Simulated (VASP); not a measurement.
# CuH5 (F-43m) in VASP: further runs

Runs on CuH5. Level: PBE. Tasks: single point, relaxation of cell and atoms.

Program: VASP 6.6.1. These are calculated values, not measurements. Logs are shortened: lines on timing, memory, paths and dates and some standing lists are left out, and cuts for length are marked.

## 1. The cell of the first run

The structure is cubic, space group F-43m (No. 216). Conventional cell: a = 4.860 Å, b = 4.860 Å, c = 4.860 Å, α = 90.00°, β = 90.00°, γ = 90.00°. Cu (site symmetry -43m) has 16 H at 2.06 to 2.10 Å within 2.7 Å. Within 1.8 Å of H (site symmetry 3m) lie 3 H at 1.38 Å. H (site symmetry -43m) has 12 H at 1.99 Å and 4 Cu at 2.10 Å within 2.6 Å.

## 2. Single point, PBE

The input, INCAR:

```
SYSTEM = CuH5
PREC     = Accurate       ! precision mode
ENCUT    = 520            ! plane-wave cutoff, eV
EDIFF    = 1E-6           ! SCF threshold, eV
ISMEAR   = 0              ! smearing method
SIGMA    = 0.1            ! smearing width, eV
LREAL    = .FALSE.        ! projectors in reciprocal space
LASPH    = .TRUE.         ! aspherical terms in the spheres
NELM     = 100            ! most SCF steps
ALGO     = Normal         ! electronic algorithm
ISIF     = 2              ! what is computed and relaxed
LWAVE    = .FALSE.        ! write WAVECAR
LCHARG   = .FALSE.        ! write CHGCAR
GGA      = PE             ! functional
NBANDS   = 17             ! bands
```

The input, KPOINTS:

```
regular mesh
0
G
  14 14 14
  0 0 0
```

The input, POSCAR:

```
CuH5
1.0
    0.0000000000      2.4301228700      2.4301228700
    2.4301228700      0.0000000000      2.4301228700
    2.4301228700      2.4301228700      0.0000000000
Cu H
1 5
Direct
    0.0000000000      0.0000000000      0.0000000000
    0.3993872999      0.3993872999      0.8018381004
    0.3993872999      0.8018381004      0.3993872999
    0.8018381004      0.3993872999      0.3993872999
    0.3993872999      0.3993872999      0.3993872999
    0.7500000000      0.7500000000      0.7500000000
```

Potentials or basis: VASP PAW PBE potentials, release 64 (Cu, H).

On the command line:

```sh
> cat potpaw_PBE.64/Cu/POTCAR potpaw_PBE.64/H/POTCAR > POTCAR
> mpirun -np 1 vasp_std > vasp.out
```

OUTCAR:

```text
SYSTEM = CuH5
   PREC = Accurate
   ENCUT = 520
   EDIFF = 1E-6
   ISMEAR = 0
   LREAL = .FALSE.
   LASPH = .TRUE.
   NELM = 100
   ISIF = 2
   GGA = PE

 ion  position               nearest neighbor table
   1  0.000  0.000  0.000-
   2  0.399  0.399  0.802-
   3  0.399  0.802  0.399-
   4  0.802  0.399  0.399-
   5  0.399  0.399  0.399-
   6  0.750  0.750  0.750-

  LATTYP: Found a face centered cubic cell.
 ALAT       =     4.8602457400

  Lattice vectors:

 A1 = (   0.0000000000,   2.4301228700,   2.4301228700)
 A2 = (   2.4301228700,   0.0000000000,   2.4301228700)
 A3 = (   2.4301228700,   2.4301228700,   0.0000000000)

Analysis of symmetry for initial positions (statically):
=====================================================================
 Subroutine PRICEL returns:
 Original cell was already a primitive cell.

 Routine SETGRP: Setting up the symmetry group for a
 face centered cubic supercell.

 Subroutine GETGRP returns: Found 24 space group operations
 (whereof 24 operations were pure point group operations)
 out of a pool of 48 trial point group operations.

The static configuration has the point symmetry T_d .

Analysis of symmetry for dynamics (positions and initial velocities):
=====================================================================
 Subroutine PRICEL returns:
 Original cell was already a primitive cell.

 Routine SETGRP: Setting up the symmetry group for a
 face centered cubic supercell.

 Subroutine GETGRP returns: Found 24 space group operations
 (whereof 24 operations were pure point group operations)
 out of a pool of 48 trial point group operations.

The dynamic configuration has the point symmetry T_d .

 Subroutine INISYM returns: Found 24 space group operations
 (whereof 24 operations are pure point group operations),
 and found     1 'primitive' translations

----------------------------------------------------------------------------------------

                                     Primitive cell

  volume of cell :      28.7022

  direct lattice vectors                    reciprocal lattice vectors
     0.000000000  2.430122870  2.430122870    -0.205750913  0.205750913  0.205750913
     2.430122870  0.000000000  2.430122870     0.205750913 -0.205750913  0.205750913
     2.430122870  2.430122870  0.000000000     0.205750913  0.205750913 -0.205750913

  length of vectors
     3.436712721  3.436712721  3.436712721     0.356371036  0.356371036  0.356371036

  position of ions in fractional coordinates (direct lattice)
     0.000000000  0.000000000  0.000000000
     0.399387300  0.399387300  0.801838100
     0.399387300  0.801838100  0.399387300
     0.801838100  0.399387300  0.399387300
     0.399387300  0.399387300  0.399387300
     0.750000000  0.750000000  0.750000000

  ion indices of the primitive-cell ions
   primitive index   ion index
                 1           1
                 2           2
                 3           3
                 4           4
                 5           5
                 6           6

----------------------------------------------------------------------------------------

 KPOINTS: regular mesh

Automatic generation of k-mesh.
 Grid dimensions read from file:
 generate k-points for:   14   14   14

 Generating k-lattice:

  Cartesian coordinates                     Fractional coordinates (reciprocal lattice)
    -0.014696494  0.014696494  0.014696494     0.071428571  0.000000000  0.000000000
     0.014696494 -0.014696494  0.014696494     0.000000000  0.071428571  0.000000000
     0.014696494  0.014696494 -0.014696494     0.000000000  0.000000000  0.071428571

  Length of vectors
     0.025455074  0.025455074  0.025455074

  Shift w.r.t. Gamma in fractional coordinates (k-lattice)
     0.000000000  0.000000000  0.000000000

 Subroutine IBZKPT returns following result:
 ===========================================

 Found    104 irreducible k-points:

 Following reciprocal coordinates:
            Coordinates               Weight
  0.000000  0.000000  0.000000      1.000000
  0.071429  0.000000  0.000000      8.000000
  0.142857  0.000000  0.000000      8.000000
  0.214286  0.000000  0.000000      8.000000
  0.285714  0.000000  0.000000      8.000000
  0.357143  0.000000  0.000000      8.000000
[... 16 lines left out ...]
  0.214286  0.142857  0.000000     24.000000
  0.285714  0.142857  0.000000     24.000000
 [... further k-points ...]
   k-points           NKPTS =    104   k-points in BZ     NKDIM =    104   number of bands    NBANDS=     17
   number of dos      NEDOS =    301   number of ions     NIONS =      6
   total plane-waves  NPLWV =  21952
   dimension x,y,z NGX =    28 NGY =   28 NGZ =   28
   dimension x,y,z NGXF=    56 NGYF=   56 NGZF=   56
   ions per type =               1   5
   NGX,Y,Z   is equivalent  to a cutoff of  13.54, 13.54, 13.54 a.u.
   NGXF,Y,Z  is equivalent  to a cutoff of  27.09, 27.09, 27.09 a.u.
 SYSTEM =  CuH5
   PREC   = accura    normal or accurate (medium, high low for compatibility)
   ISTART =      0    job   : 0-new  1-cont  2-samecut
   ICHARG =      2    charge: 1-file 2-atom 10-const
   ISPIN  =      1    spin polarized calculation?
   LNONCOLLINEAR =      F non collinear calculations
   LSORBIT =      F    spin-orbit coupling
   LASPH  =      T    aspherical Exc in radial PAW
   ENCUT  =  520.0 eV  38.22 Ry    6.18 a.u.   6.39  6.39  6.39*2*pi/ulx,y,z
   NELM   =    100;   NELMIN=  2; NELMDL= -5     # of ELM steps
   EDIFF  = 0.1E-05   stopping-criterion for ELM
   LREAL  =      F    real-space projection
   EDIFFG = 0.1E-04   stopping-criterion for IOM
   NSW    =      0    number of steps for IOM
   IBRION =     -1    ionic relax: 0-MD 1-quasi-New 2-CG
   NFREE  =      0    steps in history (QN), initial steepest desc. (CG)
   ISIF   =      2    stress and relaxation
   ISYM   =      2    0-nonsym 1-usesym 2-fastsym
   POTIM  = 0.5000    time-step for ionic-motion
   TEBEG  =    0.0;   TEEND  =   0.0 temperature during run
   PSTRESS=    0.0 pullay stress
   NELECT =      16.0000    total number of electrons
   NUPDOWN=      -1.0000    fix difference up-down
   EMIN   =  10.00;   EMAX   =-10.00  energy-range for DOS
   EFERMI =   0.00;   METHOD = LEGACY
   ISMEAR =     0;   SIGMA  =   0.10  broadening in eV -4-tet -1-fermi 0-gaus
   EFERMI_NEDOS =   21; number of points for ismear=-14 and -15
   IALGO  =     38    algorithm
   IMIX   =      4    mixing-type and parameters
     AMIX     =   0.40;   BMIX     =  1.00
     AMIX_MAG =   1.60;   BMIX_MAG =  1.00
  volume/ion in A,a.u.               =       4.78        32.28
  Fermi-wavevector in a.u.,A,eV,Ry     =   1.347338  2.546100 24.698928  1.815320
  Thomas-Fermi vector in A             =   2.475097
   LORBIT       =      0    0 simple, 1 ext, 2 COOP (PROOUT), +10 PAW based schemes
   GGA     = PE    functional components
   LHFCALC =     F    Hartree Fock is set to
   AEXX    =    0.0000 exact exchange contribution
   IVDW    =     0    specifies the selected vdW correction
   LEPSILON=     F    determine dielectric tensor
   LRPA    =     F    only Hartree local field effects (RPA)
 non-spin polarized calculation
 Gauss-broadening in eV      SIGMA  =   0.10
  energy-cutoff  :      520.00
  volume of cell :       28.70
 maximum number of plane-waves:       785
 NGX is ok and might be reduce to    28
   NGX = 13   NGY = 13   NGZ = 13

 number of electron      15.9999987 magnetization

 Free energy of the ion-electron system (eV)
  ---------------------------------------------------
  ext. energy  EPLUGINS =         0.00000000
  ---------------------------------------------------
  free energy    TOTEN  =       -14.38866877 eV

  energy without entropy =      -14.38234618  energy(sigma->0) =      -14.38550748

 E-fermi :   4.4240     XC(G=0): -11.4297

 val. band max:        4.4072629569   @ k =   0.3571   0.2143   0.0000
 cond. band min:       4.4305274639   @ k =   0.3571   0.2857   0.0714
 fundamental gap:      0.0232645070
 Fermi energy:         4.4240328599

 k-point     1 :       0.0000    0.0000    0.0000
  band No.  band energies     occupation
      1      -9.2799      2.00000
      2       0.9716      2.00000
      3       0.9716      2.00000
      4       0.9716      2.00000
      5       1.3177      2.00000
      6       1.3177      2.00000
[... 9 lines left out ...]
     16      18.0195      0.00000
     17      18.0195      0.00000

 k-point     2 :       0.0714    0.0000    0.0000
  band No.  band energies     occupation
      1      -9.1913      2.00000
      2       0.9005      2.00000
      3       0.9774      2.00000
      4       0.9774      2.00000
      5       1.2993      2.00000
      6       1.2993      2.00000
[... 9 lines left out ...]
     16      17.5761      0.00000
     17      18.1582      0.00000

 k-point     3 :       0.1429    0.0000    0.0000
  band No.  band energies     occupation
      1      -8.9278      2.00000
      2       0.6606      2.00000
      3       0.9710      2.00000
      4       0.9710      2.00000
      5       1.2731      2.00000
      6       1.2731      2.00000
[... 9 lines left out ...]
     16      17.1066      0.00000
     17      19.0001      0.00000

 k-point     4 :       0.2143    0.0000    0.0000
  band No.  band energies     occupation
      1      -8.4964      2.00000
      2       0.1562      2.00000
      3       0.9044      2.00000
      4       0.9044      2.00000
      5       1.3000      2.00000
      6       1.3000      2.00000
[... 9 lines left out ...]
     16      17.4006      0.00000
     17      20.7085      0.00000
[... 343 lines left out ...]
      1      -8.8121      2.00000
      2       0.6643      2.00000
      3       0.9729      2.00000
      4       1.0154      2.00000
      5       1.0154      2.00000
      6       1.3533      2.00000
[... 9 lines left out ...]
     16      19.6945      0.00000
     17      19.6945      0.00000

 k-point    23 :       0.2143    0.1429    0.0000
  band No.  band energies     occupation
      1      -8.4971      2.00000
      2       0.4581      2.00000
      3       0.6819      2.00000
      4       1.0223      2.00000
      5       1.1023      2.00000
      6       1.3741      2.00000
[... 9 lines left out ...]
     16      19.9530      0.00000
     17      20.5287      0.00000

 k-point    24 :       0.2857    0.1429    0.0000
  band No.  band energies     occupation
      1      -8.0222      2.00000
      2      -0.0781      2.00000
      3       0.4617      2.00000
      4       0.9706      2.00000
      5       1.2108      2.00000
      6       1.4249      2.00000
[... 9 lines left out ...]
     16      20.2779      0.00000
     17      21.9165      0.00000

 [... further k-points ...]
[... 5 lines left out ...]
  --------------------------------------------------------------------------------------
  -------------------------------------------------------------------------------------
  Total       -0.0237050     -0.0237050     -0.0237050      0.0000000      0.0000000      0.0000000
  in kB       -1.3232339     -1.3232339     -1.3232339      0.0000000      0.0000000      0.0000000
  external PRESSURE =      -1.3232339 kB  Pullay stress =       0.0000000 kB

 VOLUME and BASIS-vectors are now :
 -----------------------------------------------------------------------------
  energy-cutoff  :      520.00
  volume of cell :       28.70
      direct lattice vectors                 reciprocal lattice vectors
     0.000000000  2.430122870  2.430122870    -0.205750913  0.205750913  0.205750913
     2.430122870  0.000000000  2.430122870     0.205750913 -0.205750913  0.205750913
     2.430122870  2.430122870  0.000000000     0.205750913  0.205750913 -0.205750913

 POSITION                                       TOTAL-FORCE (eV/Angst)
 -----------------------------------------------------------------------------------
      0.00000      0.00000      0.00000        -0.000000     -0.000000     -0.000000
      2.91913      2.91913      1.94112         0.001763      0.001763     -0.001763
      2.91913      1.94112      2.91913         0.001763     -0.001763      0.001763
      1.94112      2.91913      2.91913        -0.001763      0.001763      0.001763
      1.94112      1.94112      1.94112        -0.001763     -0.001763     -0.001763
      3.64518      3.64518      3.64518        -0.000000     -0.000000     -0.000000
 -----------------------------------------------------------------------------------
    total drift:                                0.000000      0.000000     -0.000000

  FREE ENERGIE OF THE ION-ELECTRON SYSTEM (eV)
  ---------------------------------------------------
  free  energy   TOTEN  =       -14.3886687699 eV

  energy  without entropy=      -14.3823461847  energy(sigma->0) =      -14.38550748
```

It took 52 s on 1 thread of Intel Xeon Platinum 8259CL at 2.50GHz (Skylake/Cascade Lake), shared host; peak memory 0.18 GiB.

Results:

```
Free energy            : -14.3887 eV
Pressure               : -0.1 GPa
Largest force          : 0.003 eV/Å
Band gap on the k mesh : zero (band 8 reaches 7.06 eV, above the bottom of band 9 at 2.75 eV)
```

Forces in eV/Å, atoms in the order of the input:
```
Cu   0.000  0.000  0.000
H    0.002  0.002 -0.002
H    0.002 -0.002  0.002
H   -0.002  0.002  0.002
H   -0.002 -0.002 -0.002
H    0.000  0.000  0.000
```

Levels at points of the mesh, in eV from the Fermi level:
```tsv
k point	band 5	band 6	band 7	band 8	band 9	band 10	band 11	band 12
(0.00, 0.00, 0.00)	-3.11	-3.11	0.64	2.63	2.63	2.63	7.18	10.18
(0.50, 0.00, 0.00)	-2.87	-2.87	-2.35	0.20	2.98	2.98	7.48	7.48
(0.50, 0.50, 0.00)	-2.79	-2.79	-2.06	-0.80	-0.80	1.43	1.94	14.00
```

(Part 1 of 3 ends here.)
